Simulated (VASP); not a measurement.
# Ir (Fm-3m) in VASP: elastic constants with PBEsol

Aim: the elastic constants of Ir with PBEsol.

Program: VASP 6.6.1. These are calculated values, not measurements. Logs are shortened: lines on timing, memory, paths and dates and some standing lists are left out, and cuts for length are marked.

## 1. The cell of the first run

The structure is cubic, space group Fm-3m (No. 225). The conventional cell has a = 3.818 Å, b = 3.818 Å, c = 3.818 Å, α = 90.00°, β = 90.00°, γ = 90.00°. Ir (site symmetry m-3m) has 12 Ir at 2.70 Å within 3.6 Å.

## 2. Elastic constants, PBEsol

Contents of INCAR:

```
PREC = Accurate ; ENCUT = 600
EDIFF = 1E-8 ; ISMEAR = -1
SIGMA = 0.05 ; LREAL = F
LASPH = T ; NELM = 60
ALGO = Normal ; ISIF = 3
LWAVE = F ; LCHARG = T
GGA = PS ; NBANDS = 10
IBRION = 6 ; NFREE = 2
POTIM = 0.015 ; NSW = 1
```

Contents of KPOINTS:

```
regular mesh
0
Gamma
  24 24 24
```

Contents of POSCAR:

```
Ir
1.0
    0.0000000000      1.9087828396      1.9087828396
    1.9087828396      0.0000000000      1.9087828396
    1.9087828396      1.9087828396      0.0000000000
Ir
1
Direct
    0.0000000000      0.0000000000      0.0000000000
```

Potentials or basis: VASP PAW PBE potentials, release 64 (Ir).

On the command line:

```console
> cat potpaw_PBE.64/Ir/POTCAR > POTCAR
> mpirun -np 1 vasp_std > vasp.out
```

OUTCAR:

```text
PREC = Accurate
   ENCUT = 600
   EDIFF = 1E-8
   ISMEAR = -1
   LREAL = F
   LASPH = T
   NELM = 60
   ISIF = 3
   GGA = PS
   IBRION = 6
   NFREE = 2
   POTIM = 0.015
   NSW = 1

 ion  position               nearest neighbor table
   1  0.000  0.000  0.000-

  LATTYP: Found a face centered cubic cell.
 ALAT       =     3.8175656792

  Lattice vectors:

 A1 = (   0.0000000000,   1.9087828396,   1.9087828396)
 A2 = (   1.9087828396,   0.0000000000,   1.9087828396)
 A3 = (   1.9087828396,   1.9087828396,   0.0000000000)

Analysis of symmetry for initial positions (statically):
=====================================================================
 Subroutine PRICEL returns:
 Original cell was already a primitive cell.

 Routine SETGRP: Setting up the symmetry group for a
 face centered cubic supercell.

 Subroutine GETGRP returns: Found 48 space group operations
 (whereof 48 operations were pure point group operations)
 out of a pool of 48 trial point group operations.

The static configuration has the point symmetry O_h .

Analysis of symmetry for dynamics (positions and initial velocities):
=====================================================================
 Subroutine PRICEL returns:
 Original cell was already a primitive cell.

 Routine SETGRP: Setting up the symmetry group for a
 face centered cubic supercell.

 Subroutine GETGRP returns: Found 48 space group operations
 (whereof 48 operations were pure point group operations)
 out of a pool of 48 trial point group operations.

The dynamic configuration has the point symmetry O_h .

 Subroutine INISYM returns: Found 48 space group operations
 (whereof 48 operations are pure point group operations),
 and found     1 'primitive' translations

----------------------------------------------------------------------------------------

                                     Primitive cell

  volume of cell :      13.9091

  direct lattice vectors                    reciprocal lattice vectors
     0.000000000  1.908782840  1.908782840    -0.261947032  0.261947032  0.261947032
     1.908782840  0.000000000  1.908782840     0.261947032 -0.261947032  0.261947032
     1.908782840  1.908782840  0.000000000     0.261947032  0.261947032 -0.261947032

  length of vectors
     2.699426579  2.699426579  2.699426579     0.453705569  0.453705569  0.453705569

  position of ions in fractional coordinates (direct lattice)
     0.000000000  0.000000000  0.000000000

  ion indices of the primitive-cell ions
   primitive index   ion index
                 1           1

----------------------------------------------------------------------------------------

 KPOINTS: regular mesh

Automatic generation of k-mesh.
 Grid dimensions read from file:
 generate k-points for:   24   24   24

 Generating k-lattice:

  Cartesian coordinates                     Fractional coordinates (reciprocal lattice)
    -0.010914460  0.010914460  0.010914460     0.041666667  0.000000000  0.000000000
     0.010914460 -0.010914460  0.010914460     0.000000000  0.041666667  0.000000000
     0.010914460  0.010914460 -0.010914460     0.000000000  0.000000000  0.041666667

  Length of vectors
     0.018904399  0.018904399  0.018904399

  Shift w.r.t. Gamma in fractional coordinates (k-lattice)
     0.000000000  0.000000000  0.000000000

 Subroutine IBZKPT returns following result:
 ===========================================

 Found    413 irreducible k-points:

 Following reciprocal coordinates:
            Coordinates               Weight
  0.000000  0.000000  0.000000      1.000000
  0.041667  0.000000  0.000000      8.000000
  0.083333  0.000000  0.000000      8.000000
  0.125000  0.000000  0.000000      8.000000
  0.166667  0.000000  0.000000      8.000000
  0.208333  0.000000  0.000000      8.000000
[... 16 lines left out ...]
  0.416667  0.041667  0.000000     24.000000
  0.458333  0.041667  0.000000     24.000000
 [... further k-points ...]
   k-points           NKPTS =    413   k-points in BZ     NKDIM =    413   number of bands    NBANDS=     10
   number of dos      NEDOS =    301   number of ions     NIONS =      1
   total plane-waves  NPLWV =  13824
   dimension x,y,z NGX =    24 NGY =   24 NGZ =   24
   dimension x,y,z NGXF=    48 NGYF=   48 NGZF=   48
   ions per type =               1
   NGX,Y,Z   is equivalent  to a cutoff of  14.78, 14.78, 14.78 a.u.
[... 24 lines left out ...]
   EMIN   =  10.00;   EMAX   =-10.00  energy-range for DOS
   EFERMI =   0.00;   METHOD = LEGACY
   ISMEAR =    -1;   SIGMA  =   0.05  broadening in eV -4-tet -1-fermi 0-gaus
   EFERMI_NEDOS =   21; number of points for ismear=-14 and -15
   IALGO  =     38    algorithm
   IMIX   =      4    mixing-type and parameters
     AMIX     =   0.40;   BMIX     =  1.00
     AMIX_MAG =   1.60;   BMIX_MAG =  1.00
  volume/ion in A,a.u.               =      13.91        93.86
  Fermi-wavevector in a.u.,A,eV,Ry     =   1.415976  2.675806 27.279508  2.004987
  Thomas-Fermi vector in A             =   2.537358
   LORBIT       =      0    0 simple, 1 ext, 2 COOP (PROOUT), +10 PAW based schemes
   GGA     = PS    functional components
   LHFCALC =     F    Hartree Fock is set to
   AEXX    =    0.0000 exact exchange contribution
   IVDW    =     0    specifies the selected vdW correction
   LEPSILON=     F    determine dielectric tensor
   LRPA    =     F    only Hartree local field effects (RPA)
 finite differences with symmetry
 non-spin polarized calculation
  energy-cutoff  :      600.00
  volume of cell :       13.91
 maximum number of plane-waves:       487
 NGX is ok and might be reduce to    24
   NGX = 11   NGY = 11   NGZ = 11

--------------------------------------- Ionic step        1  -------------------------------------------

 number of electron       9.0000000 magnetization

 Free energy of the ion-electron system (eV)
  ---------------------------------------------------
  ext. energy  EPLUGINS =         0.00000000
  ---------------------------------------------------
  free energy    TOTEN  =        -9.81999330 eV

  energy without entropy =       -9.81252856  energy(sigma->0) =       -9.81626093

------------------------ aborting loop because EDIFF is reached ----------------------------------------

  FORCE on cell =-STRESS in cart. coord.  units (eV):
  Direction    XX          YY          ZZ          XY          YZ          ZX
  --------------------------------------------------------------------------------------
  -------------------------------------------------------------------------------------
  Total        0.4488101      0.4488101      0.4488101      0.0000000      0.0000000      0.0000000
  in kB       51.6979861     51.6979861     51.6979861      0.0000000      0.0000000      0.0000000
  external PRESSURE =      51.6979861 kB  Pullay stress =       0.0000000 kB
[... 86 lines left out ...]
  FREE ENERGIE OF THE ION-ELECTRON SYSTEM (eV)
  ---------------------------------------------------
  free  energy   TOTEN  =        -9.8064098582 eV

  energy  without entropy=       -9.7991423735  energy(sigma->0) =       -9.80277612

[... ionic steps 4 to 12 ...]

--------------------------------------- Ionic step       13  -------------------------------------------

 number of electron       9.0000000 magnetization

------------------------ aborting loop because EDIFF is reached ----------------------------------------
[... 65 lines left out ...]
--------------------------------------- Ionic step       15  -------------------------------------------

 number of electron       9.0000000 magnetization

 Free energy of the ion-electron system (eV)
  ---------------------------------------------------
  ext. energy  EPLUGINS =         0.00000000
  ---------------------------------------------------
  free energy    TOTEN  =        -9.81999335 eV

  energy without entropy =       -9.81252861  energy(sigma->0) =       -9.81626098

 E-fermi :  10.5480     XC(G=0): -14.2011

 val. band max:       10.5465013114   @ k =   0.4167   0.0833   0.0417
 cond. band min:      10.5539758078   @ k =  -0.3750   0.1250   0.0000
 fundamental gap:      0.0074744964
 Fermi energy:        10.5479971556

 k-point     1 :       0.0000    0.0000    0.0000
  band No.  band energies     occupation
      1      -0.8320      2.00000
      2       6.5390      2.00000
      3       6.5390      2.00000
      4       6.5390      2.00000
      5       9.3289      2.00000
      6       9.3289      2.00000
      7      24.8275      0.00000
      8      30.5033      0.00000
      9      30.5033      0.00000
     10      30.5033      0.00000
[... 287 lines left out ...]
 k-point    24 :       0.4583    0.0417    0.0000
  band No.  band energies     occupation
      1       2.2920      2.00000
      2       6.4045      2.00000
      3       6.5455      2.00000
      4       8.8833      2.00000
      5      11.4253      0.00000
      6      11.5321      0.00000
      7      18.5799      0.00000
      8      24.6785      0.00000
      9      30.5140      0.00000
     10      30.8735      0.00000

 [... further k-points ...]

------------------------ aborting loop because EDIFF is reached ----------------------------------------

  FORCE on cell =-STRESS in cart. coord.  units (eV):
  Direction    XX          YY          ZZ          XY          YZ          ZX
  --------------------------------------------------------------------------------------
  -------------------------------------------------------------------------------------
  Total        0.4487983      0.4487983      0.4487983      0.0000000      0.0000000      0.0000000
  in kB       51.6966239     51.6966239     51.6966239      0.0000000      0.0000000      0.0000000
  external PRESSURE =      51.6966239 kB  Pullay stress =       0.0000000 kB
[... 16 lines left out ...]
  FREE ENERGIE OF THE ION-ELECTRON SYSTEM (eV)
  ---------------------------------------------------
  free  energy   TOTEN  =        -9.8199933524 eV

  energy  without entropy=       -9.8125286064  energy(sigma->0) =       -9.81626098

 INTERNAL STRAIN TENSORS FROM STRAINED CELLS
 ============================================

 INTERNAL STRAIN TENSOR FOR ION    1 for displacements in x,y,z  (eV/Angst):
          X           Y           Z          XY          YZ          ZX
  --------------------------------------------------------------------------------
  x     0.00000    -0.00000     0.00000     0.00000     0.00000     0.00000
  y     0.00000    -0.00000    -0.00000    -0.00000     0.00000     0.00000
  z    -0.00000     0.00000    -0.00000    -0.00000     0.00000     0.00000

 INTERNAL STRAIN TENSORS FROM DISPLACED ATOMS
 ============================================

 INTERNAL STRAIN TENSOR FOR ION    1 for displacements in x,y,z  (eV/Angst):
          X           Y           Z          XY          YZ          ZX
  --------------------------------------------------------------------------------
  x     0.00000     0.00000     0.00000     0.00000     0.00000     0.00000
  y     0.00000     0.00000     0.00000     0.00000     0.00000     0.00000
  z     0.00000     0.00000     0.00000     0.00000     0.00000     0.00000

 Eigenvectors and eigenvalues of the dynamical matrix
 ----------------------------------------------------

   1 f/i=    0.000000 THz     0.000000 2PiTHz    0.000000 cm-1     0.000000 meV
             X         Y         Z           dx          dy          dz
      0.000000  0.000000  0.000000     0.408521    0.912749    0.000000

   2 f/i=    0.000000 THz     0.000000 2PiTHz    0.000000 cm-1     0.000000 meV
             X         Y         Z           dx          dy          dz
      0.000000  0.000000  0.000000     0.000000    0.000000    1.000000

   3 f/i=    0.000000 THz     0.000000 2PiTHz    0.000000 cm-1     0.000000 meV
             X         Y         Z           dx          dy          dz
      0.000000  0.000000  0.000000    -0.912749    0.408521    0.000000

--------------------------------------------------------------------------------------------------------

 ELASTIC MODULI CONTR FROM IONIC RELAXATION (kBar)
 Direction    XX          YY          ZZ          XY          YZ          ZX
 --------------------------------------------------------------------------------
 XX           0.0000      0.0000      0.0000      0.0000      0.0000      0.0000
 YY           0.0000      0.0000      0.0000      0.0000      0.0000      0.0000
 ZZ           0.0000      0.0000      0.0000      0.0000      0.0000      0.0000
 XY           0.0000      0.0000      0.0000      0.0000      0.0000      0.0000
 YZ           0.0000      0.0000      0.0000      0.0000      0.0000      0.0000
 ZX           0.0000      0.0000      0.0000      0.0000      0.0000      0.0000
 --------------------------------------------------------------------------------

 TOTAL ELASTIC MODULI (kBar)
 Direction    XX          YY          ZZ          XY          YZ          ZX
 --------------------------------------------------------------------------------
 XX        6758.4520   2775.0944   2775.0944      0.0000      0.0000     -0.0000
 YY        2775.0944   6758.4520   2775.0944     -0.0000     -0.0000     -0.0000
 ZZ        2775.0944   2775.0944   6758.4520      0.0000     -0.0000      0.0000
 XY           0.0000     -0.0000      0.0000   2927.8578     -0.0000     -0.0000
 YZ           0.0000     -0.0000     -0.0000     -0.0000   2927.8578     -0.0000
 ZX          -0.0000     -0.0000      0.0000     -0.0000     -0.0000   2927.8578
 --------------------------------------------------------------------------------
```

It took 26 min on 1 thread of Intel Xeon Platinum 8488C (Sapphire Rapids), shared host; peak memory 1.2 GiB.

What came out:

- Elastic constants C11, C12, C44: 676, 278, 293 GPa
- Voigt bulk modulus: 410 GPa

Elastic tensor in Voigt notation (GPa, in the Cartesian axes of the cell as first typed):
```
676 278 278   0   0   0
278 676 278   0   0   0
278 278 676   0   0   0
  0   0   0 293   0   0
  0   0   0   0 293   0
  0   0   0   0   0 293
```

Clamped-ion elastic tensor (GPa):
```
676 278 278   0   0   0
278 676 278   0   0   0
278 278 676   0   0   0
  0   0   0 293   0   0
  0   0   0   0 293   0
  0   0   0   0   0 293
```

Caveat: the cell is under stress, which shifts elastic constants; the PAW data sets were made with another functional, which shifts forces and pressure a little; spin-orbit coupling is left out, which moves the levels of the heavy elements.
